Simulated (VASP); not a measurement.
# TeMo2 (Pmmm) in VASP: single point with PBE

Aim: the single point of TeMo2 with PBE.

Program: VASP 6.6.1. These are calculated values, not measurements. Logs are shortened: lines on timing, memory, paths and dates and some standing lists are left out, and cuts for length are marked.

## Step 1: The cell of the first run

It takes space group Pmmm (No. 47, orthorhombic). The conventional cell has a = 2.957 Å, b = 4.880 Å, c = 4.973 Å, α = 90.00°, β = 90.00°, γ = 90.00°. Te (site symmetry mmm) has 4 Mo at 2.82 Å and 2 Te at 2.96 Å within 3.7 Å. Mo (site symmetry mm2) has 4 Mo at 2.14 to 2.96 Å and 2 Te at 2.82 Å within 3.0 Å.

The cell was built from a structure type or drawn by symmetry, and may not be a known phase.

## Step 2: Single point, PBE

INCAR

```
ALGO = Normal
EDIFF = 1E-6
ENCUT = 500
GGA = PE
GGA_COMPAT = False
ISIF = 2
ISMEAR = 0
LASPH = True
LCHARG = False
LREAL = False
LWAVE = False
NBANDS = 24
NELM = 120
PREC = Accurate
SIGMA = 0.2
```

KPOINTS

```
k-points
0
Gamma
  6 5 4
```

POSCAR

```
TeMo2
1.0
    4.8801408181      0.0000000000      0.0000000000
    0.0000000000      2.9570956738      0.0000000000
    0.0000000000      0.0000000000      4.9728568512
Te Mo
1 2
Direct
    0.0000000000      0.5000000000      0.5000000000
    0.5000000000      0.5000000000      0.2156419306
    0.5000000000      0.5000000000      0.7843580694
```

Potentials or basis: VASP PAW PBE potentials, release 64 (Te, Mo_sv).

Launch:

```sh
cat potpaw_PBE.64/Te/POTCAR potpaw_PBE.64/Mo_sv/POTCAR > POTCAR
mpirun -np 1 vasp_std > vasp.out
```

OUTCAR:

```text
EDIFF = 1E-6
   ENCUT = 500
   GGA = PE
   ISIF = 2
   ISMEAR = 0
   LASPH = True
   LREAL = False
   NELM = 120
   PREC = Accurate

 ion  position               nearest neighbor table
   1  0.000  0.500  0.500-   2 2.82   3 2.82   2 2.82   3 2.82
   2  0.500  0.500  0.216-   3 2.14   1 2.82   1 2.82   3 2.83
   3  0.500  0.500  0.784-   2 2.14   1 2.82   1 2.82   2 2.83

  LATTYP: Found a simple orthorhombic cell.
 ALAT       =     2.9570956738
 B/A-ratio  =     1.6503154975
 C/A-ratio  =     1.6816692457

  Lattice vectors:

 A1 = (   0.0000000000,  -2.9570956738,   0.0000000000)
 A2 = (   4.8801408181,   0.0000000000,   0.0000000000)
 A3 = (   0.0000000000,   0.0000000000,   4.9728568512)

Analysis of symmetry for initial positions (statically):
=====================================================================
 Subroutine PRICEL returns:
 Original cell was already a primitive cell.

 Routine SETGRP: Setting up the symmetry group for a
 simple orthorhombic supercell.

 Subroutine GETGRP returns: Found  8 space group operations
 (whereof  8 operations were pure point group operations)
 out of a pool of  8 trial point group operations.

The static configuration has the point symmetry D_2h.

Analysis of symmetry for dynamics (positions and initial velocities):
=====================================================================
 Subroutine PRICEL returns:
 Original cell was already a primitive cell.

 Routine SETGRP: Setting up the symmetry group for a
 simple orthorhombic supercell.

 Subroutine GETGRP returns: Found  8 space group operations
 (whereof  8 operations were pure point group operations)
 out of a pool of  8 trial point group operations.

The dynamic configuration has the point symmetry D_2h.

 Subroutine INISYM returns: Found  8 space group operations
 (whereof  8 operations are pure point group operations),
 and found     1 'primitive' translations

----------------------------------------------------------------------------------------

                                     Primitive cell

  volume of cell :      71.7635

  direct lattice vectors                    reciprocal lattice vectors
     4.880140818  0.000000000  0.000000000     0.204912120  0.000000000  0.000000000
[... 82 lines left out ...]
   ISPIN  =      1    spin polarized calculation?
   LNONCOLLINEAR =      F non collinear calculations
   LSORBIT =      F    spin-orbit coupling
   LASPH  =      T    aspherical Exc in radial PAW
   ENCUT  =  500.0 eV  36.75 Ry    6.06 a.u.   8.90  5.39  9.07*2*pi/ulx,y,z
   NELM   =    120;   NELMIN=  2; NELMDL= -5     # of ELM steps
   EDIFF  = 0.1E-05   stopping-criterion for ELM
   LREAL  =      F    real-space projection
   EDIFFG = 0.1E-04   stopping-criterion for IOM
   NSW    =      0    number of steps for IOM
   IBRION =     -1    ionic relax: 0-MD 1-quasi-New 2-CG
   NFREE  =      0    steps in history (QN), initial steepest desc. (CG)
   ISIF   =      2    stress and relaxation
   ISYM   =      2    0-nonsym 1-usesym 2-fastsym
   POTIM  = 0.5000    time-step for ionic-motion
   TEBEG  =    0.0;   TEEND  =   0.0 temperature during run
   PSTRESS=    0.0 pullay stress
   NELECT =      34.0000    total number of electrons
   NUPDOWN=      -1.0000    fix difference up-down
   EMIN   =  10.00;   EMAX   =-10.00  energy-range for DOS
   EFERMI =   0.00;   METHOD = LEGACY
   ISMEAR =     0;   SIGMA  =   0.20  broadening in eV -4-tet -1-fermi 0-gaus
   EFERMI_NEDOS =   21; number of points for ismear=-14 and -15
   IALGO  =     38    algorithm
   IMIX   =      4    mixing-type and parameters
     AMIX     =   0.40;   BMIX     =  1.00
     AMIX_MAG =   1.60;   BMIX_MAG =  1.00
  volume/ion in A,a.u.               =      23.92       161.43
  Fermi-wavevector in a.u.,A,eV,Ry     =   1.276243  2.411749 22.161104  1.628795
  Thomas-Fermi vector in A             =   2.408910
   LORBIT       =      0    0 simple, 1 ext, 2 COOP (PROOUT), +10 PAW based schemes
   GGA     = PE    functional components
   LHFCALC =     F    Hartree Fock is set to
   AEXX    =    0.0000 exact exchange contribution
   IVDW    =     0    specifies the selected vdW correction
   LEPSILON=     F    determine dielectric tensor
   LRPA    =     F    only Hartree local field effects (RPA)
 non-spin polarized calculation
 Gauss-broadening in eV      SIGMA  =   0.20
  energy-cutoff  :      500.00
  volume of cell :       71.76
 maximum number of plane-waves:      1840
 NGX is ok and might be reduce to    36
   NGX = 17   NGY = 11   NGZ = 19

 number of electron      34.0000000 magnetization

 Free energy of the ion-electron system (eV)
  ---------------------------------------------------
  ext. energy  EPLUGINS =         0.00000000
  ---------------------------------------------------
  free energy    TOTEN  =       -21.42880133 eV

  energy without entropy =      -21.35630937  energy(sigma->0) =      -21.39255535

 E-fermi :   8.0878     XC(G=0): -10.6294

 val. band max:        8.0802197184   @ k =   0.3333   0.0000   0.2500
 cond. band min:       8.1179913977   @ k =   0.5000   0.2000   0.0000
 fundamental gap:      0.0377716794
 Fermi energy:         8.0877521557

 k-point     1 :       0.0000    0.0000    0.0000
  band No.  band energies     occupation
      1     -52.9398      2.00000
      2     -52.2606      2.00000
      3     -28.4674      2.00000
      4     -27.0272      2.00000
      5     -26.6051      2.00000
      6     -26.5392      2.00000
[... 637 lines left out ...]
     23      11.9145      0.00000
     24      14.3843      0.00000

 [... further k-points ...]

------------------------ aborting loop because EDIFF is reached ----------------------------------------

  FORCE on cell =-STRESS in cart. coord.  units (eV):
  Direction    XX          YY          ZZ          XY          YZ          ZX
  --------------------------------------------------------------------------------------
  -------------------------------------------------------------------------------------
  Total        0.0195522      0.1235084      0.7369257      0.0000000      0.0000000      0.0000000
  in kB        0.4365173      2.7574231     16.4524502      0.0000000      0.0000000      0.0000000
  external PRESSURE =       6.5487969 kB  Pullay stress =       0.0000000 kB

 VOLUME and BASIS-vectors are now :
 -----------------------------------------------------------------------------
  energy-cutoff  :      500.00
  volume of cell :       71.76
      direct lattice vectors                 reciprocal lattice vectors
     4.880140818  0.000000000  0.000000000     0.204912120  0.000000000  0.000000000
     0.000000000  2.957095674  0.000000000     0.000000000  0.338169647  0.000000000
     0.000000000  0.000000000  4.972856851     0.000000000  0.000000000  0.201091652

 POSITION                                       TOTAL-FORCE (eV/Angst)
 -----------------------------------------------------------------------------------
      0.00000      1.47855      2.48643         0.000000      0.000000      0.000000
      2.44007      1.47855      1.07236         0.000000      0.000000      0.336859
      2.44007      1.47855      3.90050         0.000000      0.000000     -0.336859
 -----------------------------------------------------------------------------------
    total drift:                                0.000000      0.000000      0.000000

  FREE ENERGIE OF THE ION-ELECTRON SYSTEM (eV)
  ---------------------------------------------------
  free  energy   TOTEN  =       -21.4288013294 eV

  energy  without entropy=      -21.3563093723  energy(sigma->0) =      -21.39255535
```

OSZICAR:

```text
N       E                     dE             d eps       ncg     rms          rms(c)
DAV:   1     0.299503708741E+03    0.29950E+03   -0.20060E+04  1952   0.130E+03
DAV:   2    -0.139215310538E+02   -0.31343E+03   -0.30292E+03  2104   0.378E+02
DAV:   3    -0.220939823172E+02   -0.81725E+01   -0.79269E+01  2144   0.583E+01
DAV:   4    -0.222094894662E+02   -0.11551E+00   -0.11526E+00  1944   0.677E+00
DAV:   5    -0.222115179093E+02   -0.20284E-02   -0.20283E-02  2104   0.836E-01    0.182E+01
DAV:   6    -0.215449641145E+02    0.66655E+00   -0.10982E+00  1864   0.715E+00    0.898E+00
DAV:   7    -0.214389799508E+02    0.10598E+00   -0.55368E-01  1936   0.519E+00    0.152E+00
DAV:   8    -0.214295567591E+02    0.94232E-02   -0.47987E-02  1992   0.139E+00    0.103E+00
DAV:   9    -0.214286875989E+02    0.86916E-03   -0.65202E-03  1952   0.674E-01    0.212E-01
DAV:  10    -0.214287603481E+02   -0.72749E-04   -0.56046E-04  1976   0.204E-01    0.530E-02
DAV:  11    -0.214287868514E+02   -0.26503E-04   -0.34556E-05  1984   0.381E-02    0.179E-02
DAV:  12    -0.214288006333E+02   -0.13782E-04   -0.20028E-05  1912   0.255E-02    0.745E-03
DAV:  13    -0.214288013294E+02   -0.69608E-06   -0.66042E-07  1528   0.628E-03
   1 F= -.21428801E+02 E0= -.21392555E+02  d E =-.724920E-01
```

Run time: 33 s. Hardware: 1 thread of AMD EPYC 9R45 (Zen 5), shared host; peak memory 0.18 GiB.

Results:

```
Free energy            : -21.4288 eV
Pressure               : 0.7 GPa
Largest force          : 0.337 eV/Å
Band gap on the k mesh : zero (bands 17 and 18 overlap by 0.83 eV)
```

Forces on the atoms (eV/Å):
```
Te   0.000  0.000  0.000
Mo   0.000  0.000  0.337
Mo   0.000  0.000 -0.337
```

Levels at points of the mesh, in eV from the Fermi level:
```tsv
k point	band 14	band 15	band 16	band 17	band 18	band 19	band 20	band 21
(0.00, 0.00, 0.00)	-1.37	-1.28	-1.15	-0.79	0.73	1.95	2.49	3.09
(0.50, 0.00, 0.00)	-2.94	-1.22	-1.16	0.28	0.30	1.90	1.92	2.70
(0.00, 0.00, 0.50)	-2.10	-0.45	-0.37	-0.11	0.95	1.66	1.91	1.94
(0.50, 0.00, 0.50)	-1.76	-1.45	-0.37	-0.09	0.34	0.83	0.91	1.06
```

Caveat: the k points lie up to 0.42 Å⁻¹ apart, too coarse for converged energies and pressures of a metal; spin-orbit coupling is left out, which moves the levels of the heavy elements.
